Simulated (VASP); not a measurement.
# CsBa3 in VASP: notebook

Aim: see how the results for CsBa3 move with the level of theory and the settings. Levels: PBE, PBEsol. Tasks: single point.

All numbers are computed with VASP 6.6.1; they aren't measurements. Logs are shortened: lines on timing, memory, paths and dates and some standing lists are left out, and cuts for length are marked.

## Step 1: The cell of the first run

The structure is cubic, space group Fm-3m (No. 225). Conventional cell: a = 10.443 Å, b = 10.443 Å, c = 10.443 Å, α = 90.00°, β = 90.00°, γ = 90.00°.

## Step 2: Single point, PBE

Contents of INCAR:

```
PREC = Accurate
ENCUT = 520
EDIFF = 1E-7
ISMEAR = -1
SIGMA = 0.05
LREAL = False
LASPH = True
NELM = 100
ALGO = Normal
ISIF = 2
LWAVE = False
LCHARG = True
GGA = PE
LELF = True
LVHAR = True
NBANDS = 28
```

Contents of KPOINTS:

```
Automatic mesh
0
Gamma
  4 4 4
```

Contents of POSCAR:

```
CsBa3
1.0
    0.0000000000      5.2212840000      5.2212840000
    5.2212840000      0.0000000000      5.2212840000
    5.2212840000      5.2212840000      0.0000000000
Ba Cs
3 1
Direct
    0.5000000000      0.5000000000      0.5000000000
    0.7500000000      0.7500000000      0.7500000000
    0.2500000000      0.2500000000      0.2500000000
    0.0000000000      0.0000000000      0.0000000000
```

Potentials or basis: VASP PAW PBE potentials, release 64 (Ba_sv, Cs_sv).

Run with:

```sh
$ cat potpaw_PBE.64/Ba_sv/POTCAR potpaw_PBE.64/Cs_sv/POTCAR > POTCAR
$ mpirun -np 1 vasp_std > vasp.out
```

OUTCAR:

```text
PREC = Accurate
   ENCUT = 520
   EDIFF = 1E-7
   ISMEAR = -1
   LREAL = False
   LASPH = True
   NELM = 100
   ISIF = 2
   GGA = PE

 ion  position               nearest neighbor table
   1  0.500  0.500  0.500-   3 4.52   3 4.52   3 4.52   2 4.52   2 4.52   2 4.52   3 4.52   2 4.52

   2  0.750  0.750  0.750-   1 4.52   1 4.52   1 4.52   1 4.52
   3  0.250  0.250  0.250-   1 4.52   1 4.52   1 4.52   1 4.52
   4  0.000  0.000  0.000-

  LATTYP: Found a face centered cubic cell.
 ALAT       =    10.4425680000

  Lattice vectors:

 A1 = (   0.0000000000,   5.2212840000,   5.2212840000)
 A2 = (   5.2212840000,   0.0000000000,   5.2212840000)
 A3 = (   5.2212840000,   5.2212840000,   0.0000000000)

Analysis of symmetry for initial positions (statically):
=====================================================================
 Subroutine PRICEL returns:
 Original cell was already a primitive cell.

 Routine SETGRP: Setting up the symmetry group for a
 face centered cubic supercell.

 Subroutine GETGRP returns: Found 48 space group operations
 (whereof 48 operations were pure point group operations)
 out of a pool of 48 trial point group operations.

The static configuration has the point symmetry O_h .

Analysis of symmetry for dynamics (positions and initial velocities):
=====================================================================
 Subroutine PRICEL returns:
 Original cell was already a primitive cell.

 Routine SETGRP: Setting up the symmetry group for a
 face centered cubic supercell.

 Subroutine GETGRP returns: Found 48 space group operations
 (whereof 48 operations were pure point group operations)
 out of a pool of 48 trial point group operations.

The dynamic configuration has the point symmetry O_h .

 Subroutine INISYM returns: Found 48 space group operations
 (whereof 48 operations are pure point group operations),
 and found     1 'primitive' translations

----------------------------------------------------------------------------------------

                                     Primitive cell

  volume of cell :     284.6833

  direct lattice vectors                    reciprocal lattice vectors
     0.000000000  5.221284000  5.221284000    -0.095761885  0.095761885  0.095761885
     5.221284000  0.000000000  5.221284000     0.095761885 -0.095761885  0.095761885
     5.221284000  5.221284000  0.000000000     0.095761885  0.095761885 -0.095761885

  length of vectors
     7.384010646  7.384010646  7.384010646     0.165864451  0.165864451  0.165864451

  position of ions in fractional coordinates (direct lattice)
     0.500000000  0.500000000  0.500000000
     0.750000000  0.750000000  0.750000000
     0.250000000  0.250000000  0.250000000
     0.000000000  0.000000000  0.000000000

  ion indices of the primitive-cell ions
   primitive index   ion index
                 1           1
                 2           2
                 3           3
                 4           4

----------------------------------------------------------------------------------------

 KPOINTS: Automatic mesh

Automatic generation of k-mesh.
 Grid dimensions read from file:
 generate k-points for:    4    4    4

 Generating k-lattice:

  Cartesian coordinates                     Fractional coordinates (reciprocal lattice)
    -0.023940471  0.023940471  0.023940471     0.250000000  0.000000000  0.000000000
     0.023940471 -0.023940471  0.023940471     0.000000000  0.250000000  0.000000000
     0.023940471  0.023940471 -0.023940471     0.000000000  0.000000000  0.250000000

  Length of vectors
     0.041466113  0.041466113  0.041466113

  Shift w.r.t. Gamma in fractional coordinates (k-lattice)
     0.000000000  0.000000000  0.000000000

 Subroutine IBZKPT returns following result:
 ===========================================

 Found      8 irreducible k-points:

 Following reciprocal coordinates:
            Coordinates               Weight
  0.000000  0.000000  0.000000      1.000000
  0.250000  0.000000  0.000000      8.000000
  0.500000  0.000000  0.000000      4.000000
  0.250000  0.250000  0.000000      6.000000
  0.500000  0.250000  0.000000     24.000000
 -0.250000  0.250000  0.000000     12.000000
  0.500000  0.500000  0.000000      3.000000
 -0.250000  0.500000  0.250000      6.000000
   k-points           NKPTS =      8   k-points in BZ     NKDIM =      8   number of bands    NBANDS=     28
   number of dos      NEDOS =    301   number of ions     NIONS =      4
   total plane-waves  NPLWV = 175616
   dimension x,y,z NGX =    56 NGY =   56 NGZ =   56
   dimension x,y,z NGXF=   112 NGYF=  112 NGZF=  112
   ions per type =               3   1
   NGX,Y,Z   is equivalent  to a cutoff of  12.61, 12.61, 12.61 a.u.
   NGXF,Y,Z  is equivalent  to a cutoff of  25.22, 25.22, 25.22 a.u.
 SYSTEM =  unknown system
   PREC   = accura    normal or accurate (medium, high low for compatibility)
   ISTART =      0    job   : 0-new  1-cont  2-samecut
   ICHARG =      2    charge: 1-file 2-atom 10-const
   ISPIN  =      1    spin polarized calculation?
   LNONCOLLINEAR =      F non collinear calculations
   LSORBIT =      F    spin-orbit coupling
   LASPH  =      T    aspherical Exc in radial PAW
   ENCUT  =  520.0 eV  38.22 Ry    6.18 a.u.  13.73 13.73 13.73*2*pi/ulx,y,z
   NELM   =    100;   NELMIN=  2; NELMDL= -5     # of ELM steps
   EDIFF  = 0.1E-06   stopping-criterion for ELM
   LREAL  =      F    real-space projection
   EDIFFG = 0.1E-05   stopping-criterion for IOM
   NSW    =      0    number of steps for IOM
   IBRION =     -1    ionic relax: 0-MD 1-quasi-New 2-CG
   NFREE  =      0    steps in history (QN), initial steepest desc. (CG)
   ISIF   =      2    stress and relaxation
   ISYM   =      2    0-nonsym 1-usesym 2-fastsym
   POTIM  = 0.5000    time-step for ionic-motion
   TEBEG  =    0.0;   TEEND  =   0.0 temperature during run
   PSTRESS=    0.0 pullay stress
   NELECT =      39.0000    total number of electrons
   NUPDOWN=      -1.0000    fix difference up-down
   EMIN   =  10.00;   EMAX   =-10.00  energy-range for DOS
   EFERMI =   0.00;   METHOD = LEGACY
   ISMEAR =    -1;   SIGMA  =   0.05  broadening in eV -4-tet -1-fermi 0-gaus
   EFERMI_NEDOS =   21; number of points for ismear=-14 and -15
   IALGO  =     38    algorithm
   IMIX   =      4    mixing-type and parameters
     AMIX     =   0.40;   BMIX     =  1.00
     AMIX_MAG =   1.60;   BMIX_MAG =  1.00
  volume/ion in A,a.u.               =      71.17       480.28
  Fermi-wavevector in a.u.,A,eV,Ry     =   0.843935  1.594806  9.690429  0.712226
  Thomas-Fermi vector in A             =   1.958883
   LORBIT       =      0    0 simple, 1 ext, 2 COOP (PROOUT), +10 PAW based schemes
   GGA     = PE    functional components
   LHFCALC =     F    Hartree Fock is set to
   AEXX    =    0.0000 exact exchange contribution
   IVDW    =     0    specifies the selected vdW correction
   LEPSILON=     F    determine dielectric tensor
   LRPA    =     F    only Hartree local field effects (RPA)
 non-spin polarized calculation
  energy-cutoff  :      520.00
  volume of cell :      284.68
 maximum number of plane-waves:      7727
 NGX is ok and might be reduce to    56
   NGX = 27   NGY = 27   NGZ = 27

 number of electron      39.0000000 magnetization

 Free energy of the ion-electron system (eV)
  ---------------------------------------------------
  ext. energy  EPLUGINS =         0.00000000
  ---------------------------------------------------
  free energy    TOTEN  =        -5.97350293 eV

  energy without entropy =       -5.90076859  energy(sigma->0) =       -5.93713576

 E-fermi :   1.3288     XC(G=0):  -6.9766

 val. band max:        1.3021307094   @ k =   0.2500   0.2500   0.0000
 cond. band min:       1.3446771511   @ k =  -0.2500   0.2500   0.0000
 fundamental gap:      0.0425464417
 Fermi energy:         1.3287725742

 k-point     1 :       0.0000    0.0000    0.0000
  band No.  band energies     occupation
      1     -27.9328      2.00000
      2     -27.9267      2.00000
      3     -27.7829      2.00000
      4     -21.4813      2.00000
      5     -13.1035      2.00000
      6     -13.1035      2.00000
[... 20 lines left out ...]
     27       3.3413      0.00000
     28       3.3413      0.00000

 k-point     2 :       0.2500    0.0000    0.0000
  band No.  band energies     occupation
      1     -27.9316      2.00000
      2     -27.9274      2.00000
      3     -27.7836      2.00000
      4     -21.4814      2.00000
      5     -13.1259      2.00000
      6     -13.1210      2.00000
[... 20 lines left out ...]
     27       3.0237      0.00000
     28       3.3705      0.00000

 k-point     3 :       0.5000    0.0000    0.0000
  band No.  band energies     occupation
      1     -27.9294      2.00000
      2     -27.9290      2.00000
      3     -27.7842      2.00000
      4     -21.4814      2.00000
      5     -13.1297      2.00000
      6     -13.1297      2.00000
[... 20 lines left out ...]
     27       2.5254      0.00000
     28       2.5254      0.00000

 k-point     4 :       0.2500    0.2500    0.0000
  band No.  band energies     occupation
      1     -27.9313      2.00000
      2     -27.9275      2.00000
      3     -27.7838      2.00000
      4     -21.4814      2.00000
      5     -13.1430      2.00000
      6     -13.1430      2.00000
[... 20 lines left out ...]
     27       3.1991      0.00000
     28       3.4891      0.00000

 k-point     5 :       0.5000    0.2500    0.0000
  band No.  band energies     occupation
      1     -27.9297      2.00000
      2     -27.9284      2.00000
      3     -27.7844      2.00000
      4     -21.4815      2.00000
      5     -13.1501      2.00000
      6     -13.1452      2.00000
[... 20 lines left out ...]
     27       2.7722      0.00000
     28       2.9680      0.00000

 k-point     6 :      -0.2500    0.2500    0.0000
  band No.  band energies     occupation
      1     -27.9301      2.00000
      2     -27.9282      2.00000
      3     -27.7842      2.00000
      4     -21.4814      2.00000
      5     -13.1400      2.00000
      6     -13.1327      2.00000
[... 20 lines left out ...]
     27       2.7013      0.00000
     28       3.2256      0.00000

 k-point     7 :       0.5000    0.5000    0.0000
  band No.  band energies     occupation
      1     -27.9297      2.00000
      2     -27.9282      2.00000
      3     -27.7846      2.00000
      4     -21.4815      2.00000
      5     -13.1642      2.00000
      6     -13.1642      2.00000
[... 20 lines left out ...]
     27       3.1161      0.00000
     28       3.1161      0.00000

 k-point     8 :      -0.2500    0.5000    0.2500
  band No.  band energies     occupation
      1     -27.9290      2.00000
      2     -27.9290      2.00000
      3     -27.7846      2.00000
      4     -21.4815      2.00000
      5     -13.1632      2.00000
      6     -13.1192      2.00000
[... 20 lines left out ...]
     27       2.5540      0.00000
     28       2.9421      0.00000

------------------------ aborting loop because EDIFF is reached ----------------------------------------

  FORCE on cell =-STRESS in cart. coord.  units (eV):
  Direction    XX          YY          ZZ          XY          YZ          ZX
  --------------------------------------------------------------------------------------
  -------------------------------------------------------------------------------------
  Total        0.1267235      0.1267235      0.1267235     -0.0000000     -0.0000000     -0.0000000
  in kB        0.7131908      0.7131908      0.7131908     -0.0000000     -0.0000000     -0.0000000
  external PRESSURE =       0.7131908 kB  Pullay stress =       0.0000000 kB

 VOLUME and BASIS-vectors are now :
 -----------------------------------------------------------------------------
  energy-cutoff  :      520.00
  volume of cell :      284.68
      direct lattice vectors                 reciprocal lattice vectors
     0.000000000  5.221284000  5.221284000    -0.095761885  0.095761885  0.095761885
     5.221284000  0.000000000  5.221284000     0.095761885 -0.095761885  0.095761885
     5.221284000  5.221284000  0.000000000     0.095761885  0.095761885 -0.095761885

 POSITION                                       TOTAL-FORCE (eV/Angst)
 -----------------------------------------------------------------------------------
      5.22128      5.22128      5.22128         0.000000      0.000000      0.000000
      7.83193      7.83193      7.83193        -0.000000     -0.000000      0.000000
      2.61064      2.61064      2.61064         0.000000      0.000000     -0.000000
      0.00000      0.00000      0.00000         0.000000      0.000000      0.000000
 -----------------------------------------------------------------------------------
    total drift:                               -0.000000      0.000000      0.000000

  FREE ENERGIE OF THE ION-ELECTRON SYSTEM (eV)
  ---------------------------------------------------
  free  energy   TOTEN  =        -5.9735029319 eV

  energy  without entropy=       -5.9007685883  energy(sigma->0) =       -5.93713576
```

Wall time 51 s (1 thread of AMD EPYC 9R45 (Zen 5), shared host); peak memory 0.39 GiB.

What came out:

| Property | Result |
| --- | --- |
| Free energy | -5.9735 eV |
| Pressure | 0.1 GPa |
| Band gap on the k mesh | zero (an odd number of electrons rules out a gap without spin polarisation) |

Caveat: spin-orbit coupling is left out, which moves the levels of the heavy elements.

## Step 3: Single point, PBEsol

Contents of INCAR:

```
PREC = Accurate ; ENCUT = 520
EDIFF = 1E-7 ; ISMEAR = -1
SIGMA = 0.05 ; LREAL = F
LASPH = T ; NELM = 60
ALGO = Fast ; ISIF = 2
LWAVE = F ; LCHARG = F
GGA = PS ; NBANDS = 28
```

Contents of KPOINTS:

```
regular mesh
0
Gamma
  5 5 5
```

POSCAR is that of step 2.

Potentials or basis: VASP PAW PBE potentials, release 64 (Ba_sv, Cs_sv).

Run with:

```sh
$ cat potpaw_PBE.64/Ba_sv/POTCAR potpaw_PBE.64/Cs_sv/POTCAR > POTCAR
$ mpirun -np 1 vasp_std > vasp.out
```

Run time: 83 s. Hardware: 1 thread of AMD EPYC 9R45 (Zen 5), shared host; peak memory 0.42 GiB.

The run converged. Its results:

- Free energy: -6.7469 eV
- Pressure: -0.5 GPa
- Band gap on the k mesh: zero (an odd number of electrons rules out a gap without spin polarisation)

Levels at points of the mesh, in eV from the Fermi level:
| k point | band 17 | band 18 | band 19 | band 20 | band 21 | band 22 |
| --- | --- | --- | --- | --- | --- | --- |
| (0.00, 0.00, 0.00) | -2.52 | -0.27 | -0.27 | 0.58 | 0.58 | 0.58 |

Caveat: the PAW data sets were made with another functional, which shifts forces and pressure a little; spin-orbit coupling is left out, which moves the levels of the heavy elements.

## Step 4: Single point, PBE

This run uses another cell than the first one, of 68.35 Å³/atom.

Contents of INCAR:

```
ALGO = Fast ; EDIFF = 1E-6
ENCUT = 520 ; GGA = PE
ISIF = 2 ; ISMEAR = -1
LASPH = True ; LCHARG = False
LREAL = False ; LWAVE = False
NBANDS = 28 ; NELM = 100
PREC = Accurate ; SIGMA = 0.05
```

Contents of KPOINTS:

```
k-points
0
Gamma
  4 4 4
```

Contents of POSCAR:

```
CsBa3
1.0
    0.0000000000      5.1168583200      5.2212840000
    5.1168583200      0.0000000000      5.2212840000
    5.1168583200      5.1168583200      0.0000000000
Ba Cs
3 1
Direct
    0.5000000000      0.5000000000      0.5000000000
    0.7500000000      0.7500000000      0.7500000000
    0.2500000000      0.2500000000      0.2500000000
    0.0000000000      0.0000000000      0.0000000000
```

Run with:

```sh
$ cat potpaw_PBE.64/Ba_sv/POTCAR potpaw_PBE.64/Cs_sv/POTCAR > POTCAR
$ mpirun -np 1 vasp_std > vasp.out
```

Wall time 81 s (1 thread of AMD EPYC 9R45 (Zen 5), shared host); peak memory 0.4 GiB.

It converged, with:

```yaml
Free_energy: -5.9608 eV
Pressure: 0.3 GPa
Band_gap_on_the_k_mesh: zero (an odd number of electrons rules out a gap without spin polarisation)
```

Levels at points of the mesh, in eV from the Fermi level:
```csv
k point,band 17,band 18,band 19,band 20,band 21,band 22,band 23,band 24
"(0.00, 0.00, 0.00)",-2.50,-0.32,-0.29,0.60,0.62,0.65,0.65,0.66
"(0.50, 0.00, 0.00)",-1.22,-0.98,0.35,0.38,0.41,0.45,0.49,0.80
"(0.50, 0.50, 0.00)",-0.86,-0.83,-0.73,-0.44,0.66,0.73,0.73,1.14
"(0.50, 0.00, 0.50)",-0.84,-0.76,-0.75,-0.41,0.69,0.82,0.83,1.16
```

Caveat: spin-orbit coupling is left out, which moves the levels of the heavy elements.

## Step 5: Single point, PBE

This run uses another cell than the first one, of 69.75 Å³/atom.

Contents of INCAR:

```
PREC     = Accurate       # precision mode
ENCUT    = 520            # plane-wave cutoff, eV
EDIFF    = 1E-6           # SCF threshold, eV
ISMEAR   = -1             # smearing method
SIGMA    = 0.05           # smearing width, eV
LREAL    = F              # projectors in reciprocal space
LASPH    = T              # aspherical terms in the spheres
NELM     = 80             # most SCF steps
ALGO     = Normal         # electronic algorithm
ISIF     = 2              # what is computed and relaxed
LWAVE    = F              # write WAVECAR
LCHARG   = T              # write CHGCAR
GGA      = PE             # functional
LELF     = T              # ELF
LVHAR    = T            
NBANDS   = 28             # bands
```

Contents of KPOINTS:

```
Automatic mesh
0
Gamma
  4 4 4
```

Contents of POSCAR:

```
CsBa3
1.0
    0.0000000000      5.1690711600      5.2212840000
    5.1690711600      0.0000000000      5.2212840000
    5.1690711600      5.1690711600      0.0000000000
Ba Cs
3 1
Direct
    0.5000000000      0.5000000000      0.5000000000
    0.7500000000      0.7500000000      0.7500000000
    0.2500000000      0.2500000000      0.2500000000
    0.0000000000      0.0000000000      0.0000000000
```

Run with:

```sh
$ cat potpaw_PBE.64/Ba_sv/POTCAR potpaw_PBE.64/Cs_sv/POTCAR > POTCAR
$ mpirun -np 1 vasp_std > vasp.out
```

It took 65 s on 1 thread of AMD EPYC 9R45 (Zen 5), shared host; peak memory 0.43 GiB.

It converged, with:

```yaml
Free_energy: -5.9690 eV
Pressure: 0.2 GPa
Band_gap_on_the_k_mesh: zero (an odd number of electrons rules out a gap without spin polarisation)
```

Levels at points of the mesh, in eV from the Fermi level:
```
           k point  band 16  band 17  band 18  band 19  band 20  band 21  band 22  band 23  band 24  band 25
(0.00, 0.00, 0.00)    -9.68    -2.49    -0.29    -0.27     0.60     0.61     0.63     0.63     0.63     0.63
(0.50, 0.00, 0.00)    -9.68    -1.24    -0.99     0.35     0.37     0.40     0.45     0.47     0.80     0.82
(0.50, 0.50, 0.00)    -9.68    -0.86    -0.83    -0.72    -0.43     0.67     0.76     0.76     1.15     1.20
(0.50, 0.00, 0.50)    -9.68    -0.85    -0.80    -0.74    -0.41     0.69     0.80     0.81     1.16     1.16
```

Caveat: spin-orbit coupling is left out, which moves the levels of the heavy elements.

(Continued in part 2 of 2.)

The gap in the log of VASP goes by the Fermi energy; the results here count the filled bands.